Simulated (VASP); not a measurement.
# P in VASP: further runs

P is run at these levels: LDA, PBEsol; tasks: single point.

Everything below comes from runs of VASP 6.6.1. Logs are shortened: lines on timing, memory, paths and dates and some standing lists are left out, and cuts for length are marked.

## Step 1: The cell of the first run

The cell holds a slab with vacuum, 4 atoms: a = 3.282 Å, b = 34.823 Å, c = 4.698 Å, α = 90.00°, β = 90.00°, γ = 90.00°.

## Step 2: Single point, LDA (strained)

Contents of INCAR:

```
SYSTEM = P
PREC = Accurate ; ENCUT = 520
EDIFF = 1E-6 ; ISMEAR = 0
SIGMA = 0.02 ; LREAL = .FALSE.
LASPH = .TRUE. ; NELM = 100
ALGO = Fast ; ISIF = 2
LWAVE = .FALSE. ; LCHARG = .TRUE.
GGA = CA ; LELF = .TRUE.
LVHAR = .TRUE. ; NBANDS = 18
```

Contents of KPOINTS:

```
Automatic mesh
0
G
  8 1 6
  0 0 0
```

Contents of POSCAR:

```
P
1.0
    3.2823157171      0.0000000000      0.0000000000
    0.0000000000     34.8232196699      0.0000000000
    0.0000000000      0.0000000000      4.6983235214
P
4
Direct
    0.0000000000      0.9719790026      0.5748587817
    0.0000000000      0.0280209974      0.4251412183
    0.5000000000      0.0280209974      0.0748587817
    0.5000000000      0.9719790026      0.9251412183
```

Potentials or basis: VASP PAW LDA potentials, release 64 (P).

Run with:

```console
cat potpaw_LDA.64/P/POTCAR > POTCAR
mpirun -np 1 vasp_std > vasp.out
```

OUTCAR:

```text
SYSTEM = P
   PREC = Accurate
   ENCUT = 520
   EDIFF = 1E-6
   ISMEAR = 0
   LREAL = .FALSE.
   LASPH = .TRUE.
   NELM = 100
   ISIF = 2
   GGA = CA

 ion  position               nearest neighbor table
   1  0.000  0.972  0.575-   2 2.07   4 2.32   4 2.32
   2  0.000  0.028  0.425-   1 2.07   3 2.32   3 2.32
   3  0.500  0.028  0.075-   4 2.07   2 2.32   2 2.32
   4  0.500  0.972  0.925-   3 2.07   1 2.32   1 2.32

  LATTYP: Found a simple orthorhombic cell.
 ALAT       =     3.2823157171
 B/A-ratio  =     1.4314051195
 C/A-ratio  =    10.6093449477

  Lattice vectors:

 A1 = (  -3.2823157171,   0.0000000000,   0.0000000000)
 A2 = (   0.0000000000,   0.0000000000,   4.6983235214)
 A3 = (   0.0000000000,  34.8232196699,   0.0000000000)

Analysis of symmetry for initial positions (statically):
=====================================================================
 Subroutine PRICEL returns:
 Original cell was already a primitive cell.

 Routine SETGRP: Setting up the symmetry group for a
 simple orthorhombic supercell.

 Subroutine GETGRP returns: Found  8 space group operations
 (whereof  4 operations were pure point group operations)
 out of a pool of  8 trial point group operations.

The static configuration has the point symmetry C_2h.
 The point group associated with its full space group is D_2h.

Analysis of symmetry for dynamics (positions and initial velocities):
=====================================================================
 Subroutine PRICEL returns:
 Original cell was already a primitive cell.

 Routine SETGRP: Setting up the symmetry group for a
 simple orthorhombic supercell.

 Subroutine GETGRP returns: Found  8 space group operations
 (whereof  4 operations were pure point group operations)
 out of a pool of  8 trial point group operations.

The dynamic configuration has the point symmetry C_2h.
 The point group associated with its full space group is D_2h.

 Subroutine INISYM returns: Found  8 space group operations
 (whereof  4 operations are pure point group operations),
 and found     1 'primitive' translations

----------------------------------------------------------------------------------------

                                     Primitive cell

  volume of cell :     537.0221

  direct lattice vectors                    reciprocal lattice vectors
     3.282315717  0.000000000  0.000000000     0.304662953  0.000000000  0.000000000
     0.000000000 34.823219670  0.000000000     0.000000000  0.028716472  0.000000000
     0.000000000  0.000000000  4.698323521     0.000000000  0.000000000  0.212841878

  length of vectors
     3.282315717 34.823219670  4.698323521     0.304662953  0.028716472  0.212841878

  position of ions in fractional coordinates (direct lattice)
     0.000000000  0.971979003  0.574858782
     0.000000000  0.028020997  0.425141218
     0.500000000  0.028020997  0.074858782
     0.500000000  0.971979003  0.925141218

  ion indices of the primitive-cell ions
   primitive index   ion index
                 1           1
                 2           2
                 3           3
                 4           4

----------------------------------------------------------------------------------------

 KPOINTS: Automatic mesh

Automatic generation of k-mesh.
 Grid dimensions read from file:
 generate k-points for:    8    1    6

 Generating k-lattice:

  Cartesian coordinates                     Fractional coordinates (reciprocal lattice)
     0.038082869  0.000000000  0.000000000     0.125000000  0.000000000  0.000000000
     0.000000000  0.028716472  0.000000000     0.000000000  1.000000000  0.000000000
     0.000000000  0.000000000  0.035473646     0.000000000  0.000000000  0.166666667

  Length of vectors
     0.038082869  0.028716472  0.035473646

  Shift w.r.t. Gamma in fractional coordinates (k-lattice)
     0.000000000  0.000000000  0.000000000

 Subroutine IBZKPT returns following result:
 ===========================================

 Found     20 irreducible k-points:

 Following reciprocal coordinates:
            Coordinates               Weight
  0.000000  0.000000  0.000000      1.000000
  0.125000  0.000000  0.000000      2.000000
  0.250000  0.000000  0.000000      2.000000
  0.375000  0.000000  0.000000      2.000000
  0.500000  0.000000  0.000000      1.000000
  0.000000  0.000000  0.166667      2.000000
[... 12 lines left out ...]
  0.375000  0.000000  0.500000      2.000000
  0.500000  0.000000  0.500000      1.000000
   k-points           NKPTS =     20   k-points in BZ     NKDIM =     20   number of bands    NBANDS=     18
   number of dos      NEDOS =    301   number of ions     NIONS =      4
   total plane-waves  NPLWV = 233280
   dimension x,y,z NGX =    24 NGY =  270 NGZ =   36
   dimension x,y,z NGXF=    48 NGYF=  540 NGZF=   72
   ions per type =               4
   NGX,Y,Z   is equivalent  to a cutoff of  12.16, 12.89, 12.74 a.u.
   NGXF,Y,Z  is equivalent  to a cutoff of  24.31, 25.78, 25.48 a.u.
 SYSTEM =  P
   PREC   = accura    normal or accurate (medium, high low for compatibility)
   ISTART =      0    job   : 0-new  1-cont  2-samecut
   ICHARG =      2    charge: 1-file 2-atom 10-const
   ISPIN  =      1    spin polarized calculation?
   LNONCOLLINEAR =      F non collinear calculations
   LSORBIT =      F    spin-orbit coupling
   LASPH  =      T    aspherical Exc in radial PAW
   ENCUT  =  520.0 eV  38.22 Ry    6.18 a.u.   6.10 64.75  8.74*2*pi/ulx,y,z
   NELM   =    100;   NELMIN=  2; NELMDL= -5     # of ELM steps
   EDIFF  = 0.1E-05   stopping-criterion for ELM
   LREAL  =      F    real-space projection
   EDIFFG = 0.1E-04   stopping-criterion for IOM
   NSW    =      0    number of steps for IOM
   IBRION =     -1    ionic relax: 0-MD 1-quasi-New 2-CG
   NFREE  =      0    steps in history (QN), initial steepest desc. (CG)
   ISIF   =      2    stress and relaxation
   ISYM   =      2    0-nonsym 1-usesym 2-fastsym
   POTIM  = 0.5000    time-step for ionic-motion
   TEBEG  =    0.0;   TEEND  =   0.0 temperature during run
   PSTRESS=    0.0 pullay stress
   NELECT =      20.0000    total number of electrons
   NUPDOWN=      -1.0000    fix difference up-down
   EMIN   =  10.00;   EMAX   =-10.00  energy-range for DOS
   EFERMI =   0.00;   METHOD = LEGACY
   ISMEAR =     0;   SIGMA  =   0.02  broadening in eV -4-tet -1-fermi 0-gaus
   EFERMI_NEDOS =   21; number of points for ismear=-14 and -15
   IALGO  =     68    algorithm
   IMIX   =      4    mixing-type and parameters
     AMIX     =   0.40;   BMIX     =  1.00
     AMIX_MAG =   1.60;   BMIX_MAG =  1.00
  volume/ion in A,a.u.               =     134.26       906.00
  Fermi-wavevector in a.u.,A,eV,Ry     =   0.546706  1.033125  4.066615  0.298888
  Thomas-Fermi vector in A             =   1.576634
   LORBIT       =      0    0 simple, 1 ext, 2 COOP (PROOUT), +10 PAW based schemes
   GGA     = CA    functional components
   LHFCALC =     F    Hartree Fock is set to
   AEXX    =    0.0000 exact exchange contribution
   IVDW    =     0    specifies the selected vdW correction
   LEPSILON=     F    determine dielectric tensor
   LRPA    =     F    only Hartree local field effects (RPA)
 non-spin polarized calculation
 RMM-DIIS sequential band-by-band and
 Gauss-broadening in eV      SIGMA  =   0.02
  energy-cutoff  :      520.00
  volume of cell :      537.02
 maximum number of plane-waves:     14530
   NGX = 13   NGY =129   NGZ = 17

 number of electron      19.9999999 magnetization

 Free energy of the ion-electron system (eV)
  ---------------------------------------------------
  ext. energy  EPLUGINS =         0.00000000
  ---------------------------------------------------
  free energy    TOTEN  =       -23.19907752 eV

  energy without entropy =      -23.19907752  energy(sigma->0) =      -23.19907752

 E-fermi :  -3.9784     XC(G=0):  -1.7745

 val. band max:       -4.0786524436   @ k =   0.0000   0.0000   0.0000
 cond. band min:      -3.2819401192   @ k =   0.2500   0.0000   0.0000
 fundamental gap:      0.7967123244
 Fermi energy:        -3.9783781040

 k-point     1 :       0.0000    0.0000    0.0000
  band No.  band energies     occupation
      1     -18.8087      2.00000
      2     -15.3356      2.00000
      3     -14.0606      2.00000
      4      -9.2596      2.00000
      5      -8.8465      2.00000
      6      -8.3936      2.00000
[... 10 lines left out ...]
     17       1.6184      0.00000
     18       1.7560      0.00000

 k-point     2 :       0.1250    0.0000    0.0000
  band No.  band energies     occupation
      1     -18.6305      2.00000
      2     -15.1416      2.00000
      3     -14.0985      2.00000
      4      -9.1349      2.00000
      5      -8.6763      2.00000
      6      -8.4719      2.00000
[... 10 lines left out ...]
     17       1.4114      0.00000
     18       1.8319      0.00000

 k-point     3 :       0.2500    0.0000    0.0000
  band No.  band energies     occupation
      1     -18.1055      2.00000
      2     -14.5626      2.00000
      3     -14.3632      2.00000
      4      -9.1997      2.00000
      5      -8.8737      2.00000
      6      -8.8220      2.00000
[... 10 lines left out ...]
     17       1.9314      0.00000
     18       2.4837      0.00000

 k-point     4 :       0.3750    0.0000    0.0000
  band No.  band energies     occupation
      1     -17.2676      2.00000
      2     -15.1140      2.00000
      3     -13.6105      2.00000
      4     -10.7456      2.00000
      5      -9.2790      2.00000
      6      -8.6130      2.00000
[... 291 lines left out ...]
      4     -12.0173      2.00000
      5      -8.7816      2.00000
      6      -8.7816      2.00000
[... 10 lines left out ...]
     17       2.6603      0.00000
     18       2.6603      0.00000

 k-point    19 :       0.3750    0.0000    0.5000
  band No.  band energies     occupation
      1     -16.3033      2.00000
      2     -16.3033      2.00000
      3     -12.3951      2.00000
      4     -12.3951      2.00000
      5      -9.2292      2.00000
      6      -9.2292      2.00000
[... 10 lines left out ...]
     17       2.7133      0.00000
     18       2.7140      0.00000

 k-point    20 :       0.5000    0.0000    0.5000
  band No.  band energies     occupation
      1     -15.9211      2.00000
      2     -15.9211      2.00000
      3     -12.8320      2.00000
      4     -12.8320      2.00000
      5      -8.6401      2.00000
      6      -8.6401      2.00000
[... 10 lines left out ...]
     17       2.8776      0.00000
     18       2.8777      0.00000

------------------------ aborting loop because EDIFF is reached ----------------------------------------

  FORCE on cell =-STRESS in cart. coord.  units (eV):
  Direction    XX          YY          ZZ          XY          YZ          ZX
  --------------------------------------------------------------------------------------
  -------------------------------------------------------------------------------------
  Total       -2.1848858      6.5919365     -5.1595674      0.0000000     -0.0000000      0.0000000
  in kB       -6.5184920     19.6666960    -15.3932980      0.0000000     -0.0000000      0.0000000
  external PRESSURE =      -0.7483647 kB  Pullay stress =       0.0000000 kB

 VOLUME and BASIS-vectors are now :
 -----------------------------------------------------------------------------
  energy-cutoff  :      520.00
  volume of cell :      537.02
      direct lattice vectors                 reciprocal lattice vectors
     3.282315717  0.000000000  0.000000000     0.304662953  0.000000000  0.000000000
     0.000000000 34.823219670  0.000000000     0.000000000  0.028716472  0.000000000
     0.000000000  0.000000000  4.698323521     0.000000000  0.000000000  0.212841878

 POSITION                                       TOTAL-FORCE (eV/Angst)
 -----------------------------------------------------------------------------------
      0.00000     33.84744      2.70087         0.000000     -1.693244      1.869227
      0.00000      0.97578      1.99745         0.000000      1.693244     -1.869227
      1.64116      0.97578      0.35171         0.000000      1.693244      1.869227
      1.64116     33.84744      4.34661         0.000000     -1.693244     -1.869227
 -----------------------------------------------------------------------------------
    total drift:                               -0.000000      0.000000     -0.000000

  FREE ENERGIE OF THE ION-ELECTRON SYSTEM (eV)
  ---------------------------------------------------
  free  energy   TOTEN  =       -23.1990775195 eV

  energy  without entropy=      -23.1990775195  energy(sigma->0) =      -23.19907752
```

Run time: 2.5 min. Hardware: 1 thread of Intel Xeon 6975P-C (Granite Rapids), shared host; peak memory 0.45 GiB.

Results:

```
Free energy            : -23.1991 eV
Largest force          : 2.522 eV/Å
Band gap on the k mesh : 0.80 eV (least direct gap 1.05 eV)
```

Forces on the atoms (eV/Å):
```
P    0.000 -1.693  1.869
P    0.000  1.693 -1.869
P    0.000  1.693  1.869
P    0.000 -1.693 -1.869
```

Caveat: the cell differs from its parent crystal (strained).

## Step 3: Single point, PBEsol (strained)

Contents of INCAR:

```
ALGO     = Fast           # electronic algorithm
EDIFF    = 1E-6           # SCF threshold, eV
ENCUT    = 520            # plane-wave cutoff, eV
GGA      = PS             # functional
ISIF     = 2              # what is computed and relaxed
ISMEAR   = 0              # smearing method
LASPH    = T              # aspherical terms in the spheres
LCHARG   = F              # write CHGCAR
LREAL    = F              # projectors in reciprocal space
LWAVE    = F              # write WAVECAR
NBANDS   = 18             # bands
NELM     = 100            # most SCF steps
PREC     = Accurate       # precision mode
SIGMA    = 0.02           # smearing width, eV
```

Contents of KPOINTS:

```
k-points
0
Gamma
  8 1 6
```

Contents of POSCAR:

```
P
1.0
    3.2068884914      0.0000000000      0.0000000000
    0.0000000000     35.0619903322      0.0000000000
    0.0000000000      0.0000000000      4.5170700467
P
4
Direct
    0.0000000000      0.9758981021      0.6255233894
    0.0000000000      0.0241018979      0.3744766106
    0.5000000000      0.0241018979      0.1255233894
    0.5000000000      0.9758981021      0.8744766106
```

Potentials or basis: VASP PAW PBE potentials, release 64 (P).

Run with:

```console
cat potpaw_PBE.64/P/POTCAR > POTCAR
mpirun -np 1 vasp_std > vasp.out
```

OUTCAR:

```text
EDIFF = 1E-6
   ENCUT = 520
   GGA = PS
   ISIF = 2
   ISMEAR = 0
   LASPH = T
   LREAL = F
   NELM = 100
   PREC = Accurate

 ion  position               nearest neighbor table
   1  0.000  0.976  0.626-   4 1.96   4 1.96   2 2.04
   2  0.000  0.024  0.374-   3 1.96   3 1.96   1 2.04
   3  0.500  0.024  0.126-   2 1.96   2 1.96   4 2.04
   4  0.500  0.976  0.874-   1 1.96   1 1.96   3 2.04

[... 616 lines left out ...]

  FORCE on cell =-STRESS in cart. coord.  units (eV):
  Direction    XX          YY          ZZ          XY          YZ          ZX
  --------------------------------------------------------------------------------------
  -------------------------------------------------------------------------------------
  Total       18.2262772      9.3824807     15.1934048      0.0000000      0.0000000      0.0000000
  in kB       57.4951623     29.5972263     47.9279046      0.0000000      0.0000000      0.0000000
  external PRESSURE =      45.0067644 kB  Pullay stress =       0.0000000 kB

 VOLUME and BASIS-vectors are now :
 -----------------------------------------------------------------------------
  energy-cutoff  :      520.00
  volume of cell :      507.90
      direct lattice vectors                 reciprocal lattice vectors
     3.206888491  0.000000000  0.000000000     0.311828741  0.000000000  0.000000000
     0.000000000 35.061990332  0.000000000     0.000000000  0.028520914  0.000000000
     0.000000000  0.000000000  4.517070047     0.000000000  0.000000000  0.221382443

 POSITION                                       TOTAL-FORCE (eV/Angst)
 -----------------------------------------------------------------------------------
      0.00000     34.21693      2.82553        -0.000000     -2.782153     -3.699906
      0.00000      0.84506      1.69154         0.000000      2.782153      3.699906
      1.60344      0.84506      0.56700         0.000000      2.782153     -3.699906
      1.60344     34.21693      3.95007         0.000000     -2.782153      3.699906
 -----------------------------------------------------------------------------------
    total drift:                               -0.000000      0.000000      0.000000

  FREE ENERGIE OF THE ION-ELECTRON SYSTEM (eV)
  ---------------------------------------------------
  free  energy   TOTEN  =       -20.2019272058 eV

  energy  without entropy=      -20.2019272058  energy(sigma->0) =      -20.20192721
```

stdout:

```text
POSCAR found type information on POSCAR P
 POSCAR found :  1 types and       4 ions
 scaLAPACK will be used
 -----------------------------------------------------------------------------
|                                                                             |
|                                                                             |
|     You enforced a specific xc type in the INCAR file but a different       |
|     I HOPE YOU KNOW WHAT YOU ARE DOING!                                     |
|                                                                             |
 -----------------------------------------------------------------------------

 LDA part: xc-table for (Slater+PW92), standard interpolation
 POSCAR, INCAR and KPOINTS ok, starting setup
 FFT: planning ... GRIDC
 FFT: planning ... GRID_SOFT
 FFT: planning ... GRID
 WAVECAR not read
 entering main loop
```

It took 2.7 min on 1 thread of Intel Xeon 6975P-C (Granite Rapids), shared host; peak memory 0.56 GiB.

What came out:

```yaml
Free_energy: -20.2019 eV
Largest_force: 4.629 eV/Å
Band_gap_on_the_k_mesh: 0.22 eV (least direct gap 1.38 eV)
```

Forces in eV/Å, atoms in the order of the input:
```
P    0.000 -2.782 -3.700
P    0.000  2.782  3.700
P    0.000  2.782 -3.700
P    0.000 -2.782  3.700
```

Caveat: the cell differs from its parent crystal (strained); the PAW data sets were made with another functional, which shifts forces and pressure a little.
